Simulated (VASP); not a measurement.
# HfN (F-43m) in VASP: a series of runs

HfN is run at these levels: LDA; tasks: single point.

Everything below comes from runs of VASP 6.6.1. Logs are shortened: lines on timing, memory, paths and dates and some standing lists are left out, and cuts for length are marked.

## (1) The cell of the first run

Symmetry: F-43m, No. 216, cubic system. The conventional cell has a = 4.843 Å, b = 4.843 Å, c = 4.843 Å, α = 90.00°, β = 90.00°, γ = 90.00°. Hf (site symmetry -43m) has 4 N at 2.10 Å within 2.8 Å. N (site symmetry -43m) has 4 Hf at 2.10 Å within 2.8 Å.

## (2) Single point, LDA

The input, INCAR:

```
ALGO = Normal ; EDIFF = 1E-6
ENCUT = 520 ; ISIF = 2
ISMEAR = -1 ; LASPH = T
LCHARG = F ; LREAL = F
LWAVE = F ; NBANDS = 14
NELM = 80 ; PREC = Accurate
SIGMA = 0.05
```

The input, KPOINTS:

```
k-points
0
Gamma
  9 9 9
```

The input, POSCAR:

```
HfN
1.0
    0.0000000000      2.4216446627      2.4216446627
    2.4216446627      0.0000000000      2.4216446627
    2.4216446627      2.4216446627      0.0000000000
Hf N
1 1
Direct
    0.0000000000      0.0000000000      0.0000000000
    0.2500000000      0.2500000000      0.2500000000
```

Potentials or basis: VASP PAW LDA potentials, release 64 (Hf_pv, N).

Launch:

```
> cat potpaw_LDA.64/Hf_pv/POTCAR potpaw_LDA.64/N/POTCAR > POTCAR
> mpirun -np 1 vasp_std > vasp.out
```

OUTCAR:

```text
EDIFF = 1E-6
   ENCUT = 520
   ISIF = 2
   ISMEAR = -1
   LASPH = T
   LREAL = F
   NELM = 80
   PREC = Accurate

 ion  position               nearest neighbor table
   1  0.000  0.000  0.000-   2 2.10   2 2.10   2 2.10   2 2.10
   2  0.250  0.250  0.250-   1 2.10   1 2.10   1 2.10   1 2.10

  LATTYP: Found a face centered cubic cell.
 ALAT       =     4.8432893254

  Lattice vectors:

 A1 = (   0.0000000000,   2.4216446627,   2.4216446627)
 A2 = (   2.4216446627,   0.0000000000,   2.4216446627)
 A3 = (   2.4216446627,   2.4216446627,   0.0000000000)

Analysis of symmetry for initial positions (statically):
=====================================================================
 Subroutine PRICEL returns:
 Original cell was already a primitive cell.

 Routine SETGRP: Setting up the symmetry group for a
 face centered cubic supercell.

 Subroutine GETGRP returns: Found 24 space group operations
 (whereof 24 operations were pure point group operations)
 out of a pool of 48 trial point group operations.

The static configuration has the point symmetry T_d .

Analysis of symmetry for dynamics (positions and initial velocities):
=====================================================================
 Subroutine PRICEL returns:
 Original cell was already a primitive cell.

 Routine SETGRP: Setting up the symmetry group for a
 face centered cubic supercell.

 Subroutine GETGRP returns: Found 24 space group operations
 (whereof 24 operations were pure point group operations)
 out of a pool of 48 trial point group operations.

The dynamic configuration has the point symmetry T_d .

 Subroutine INISYM returns: Found 24 space group operations
 (whereof 24 operations are pure point group operations),
 and found     1 'primitive' translations

----------------------------------------------------------------------------------------

                                     Primitive cell

  volume of cell :      28.4028

  direct lattice vectors                    reciprocal lattice vectors
     0.000000000  2.421644663  2.421644663    -0.206471250  0.206471250  0.206471250
     2.421644663  0.000000000  2.421644663     0.206471250 -0.206471250  0.206471250
     2.421644663  2.421644663  0.000000000     0.206471250  0.206471250 -0.206471250

  length of vectors
     3.424722725  3.424722725  3.424722725     0.357618695  0.357618695  0.357618695

  position of ions in fractional coordinates (direct lattice)
     0.000000000  0.000000000  0.000000000
[... 83 lines left out ...]
   NFREE  =      0    steps in history (QN), initial steepest desc. (CG)
   ISIF   =      2    stress and relaxation
   ISYM   =      2    0-nonsym 1-usesym 2-fastsym
   POTIM  = 0.5000    time-step for ionic-motion
   TEBEG  =    0.0;   TEEND  =   0.0 temperature during run
   PSTRESS=    0.0 pullay stress
   NELECT =      15.0000    total number of electrons
   NUPDOWN=      -1.0000    fix difference up-down
   EMIN   =  10.00;   EMAX   =-10.00  energy-range for DOS
   EFERMI =   0.00;   METHOD = LEGACY
   ISMEAR =    -1;   SIGMA  =   0.05  broadening in eV -4-tet -1-fermi 0-gaus
   EFERMI_NEDOS =   21; number of points for ismear=-14 and -15
   IALGO  =     38    algorithm
   IMIX   =      4    mixing-type and parameters
     AMIX     =   0.40;   BMIX     =  1.00
     AMIX_MAG =   1.60;   BMIX_MAG =  1.00
  volume/ion in A,a.u.               =      14.20        95.84
  Fermi-wavevector in a.u.,A,eV,Ry     =   1.323279  2.500635 23.824726  1.751068
  Thomas-Fermi vector in A             =   2.452899
   LORBIT       =      0    0 simple, 1 ext, 2 COOP (PROOUT), +10 PAW based schemes
   GGA     = CA    functional components
   LHFCALC =     F    Hartree Fock is set to
   AEXX    =    0.0000 exact exchange contribution
   IVDW    =     0    specifies the selected vdW correction
   LEPSILON=     F    determine dielectric tensor
   LRPA    =     F    only Hartree local field effects (RPA)
 non-spin polarized calculation
  energy-cutoff  :      520.00
  volume of cell :       28.40
 maximum number of plane-waves:       778
 NGX is ok and might be reduce to    28
   NGX = 13   NGY = 13   NGZ = 13

 number of electron      15.0000001 magnetization

 Free energy of the ion-electron system (eV)
  ---------------------------------------------------
  ext. energy  EPLUGINS =         0.00000000
  ---------------------------------------------------
  free energy    TOTEN  =       -23.06433427 eV

  energy without entropy =      -23.05959692  energy(sigma->0) =      -23.06196560

 E-fermi :   5.8995     XC(G=0): -11.6997

 val. band max:        5.8744197185   @ k =  -0.2222   0.3333   0.1111
 cond. band min:       5.9101043299   @ k =   0.2222   0.2222   0.0000
 fundamental gap:      0.0356846114
 Fermi energy:         5.8994646992

 k-point     1 :       0.0000    0.0000    0.0000
  band No.  band energies     occupation
      1     -24.8952      2.00000
      2     -24.8952      2.00000
      3     -24.8952      2.00000
      4     -10.2295      2.00000
      5       0.2502      2.00000
      6       0.2502      2.00000
      7       0.2502      2.00000
      8       5.3709      1.99995
      9       8.1134      0.00000
     10       8.1134      0.00000
     11      12.7021      0.00000
     12      12.7021      0.00000
     13      12.7021      0.00000
     14      17.4825      0.00000
[... 377 lines left out ...]
      1     -25.4396      2.00000
      2     -25.0809      2.00000
      3     -25.0809      2.00000
      4      -8.6465      2.00000
      5      -1.2381      2.00000
      6       2.1901      2.00000
      7       2.1901      2.00000
      8       4.7538      2.00000
      9       8.3250      0.00000
     10       9.9457      0.00000
     11      10.8762      0.00000
     12      10.8762      0.00000
     13      15.2857      0.00000
     14      17.4750      0.00000

 [... further k-points ...]
[... 5 lines left out ...]
  --------------------------------------------------------------------------------------
  -------------------------------------------------------------------------------------
  Total       -0.3789835     -0.3789835     -0.3789835      0.0000000     -0.0000000     -0.0000000
  in kB      -21.3781251    -21.3781251    -21.3781251      0.0000000     -0.0000000     -0.0000000
  external PRESSURE =     -21.3781251 kB  Pullay stress =       0.0000000 kB

 VOLUME and BASIS-vectors are now :
 -----------------------------------------------------------------------------
  energy-cutoff  :      520.00
  volume of cell :       28.40
      direct lattice vectors                 reciprocal lattice vectors
     0.000000000  2.421644663  2.421644663    -0.206471250  0.206471250  0.206471250
     2.421644663  0.000000000  2.421644663     0.206471250 -0.206471250  0.206471250
     2.421644663  2.421644663  0.000000000     0.206471250  0.206471250 -0.206471250

 POSITION                                       TOTAL-FORCE (eV/Angst)
 -----------------------------------------------------------------------------------
      0.00000      0.00000      0.00000        -0.000000      0.000000      0.000000
      1.21082      1.21082      1.21082         0.000000     -0.000000     -0.000000
 -----------------------------------------------------------------------------------
    total drift:                               -0.000000     -0.000000     -0.000000

  FREE ENERGIE OF THE ION-ELECTRON SYSTEM (eV)
  ---------------------------------------------------
  free  energy   TOTEN  =       -23.0643342747 eV

  energy  without entropy=      -23.0595969161  energy(sigma->0) =      -23.06196560
```

Run time: 13 s. Hardware: 1 thread of AMD EPYC 7R13 (Zen 3), shared host; peak memory 0.11 GiB.

What came out:

* Free energy: -23.0643 eV
* Pressure: -2.1 GPa

Levels at points of the mesh, in eV from the Fermi level:
| k point | band 4 | band 5 | band 6 | band 7 | band 8 | band 9 | band 10 | band 11 |
| --- | --- | --- | --- | --- | --- | --- | --- | --- |
| (0.00, 0.00, 0.00) | -16.13 | -5.65 | -5.65 | -5.65 | -0.53 | 2.21 | 2.21 | 6.80 |

Caveat: spin-orbit coupling is left out, which moves the levels of the heavy elements.

(Continued in part 2 of 2.)
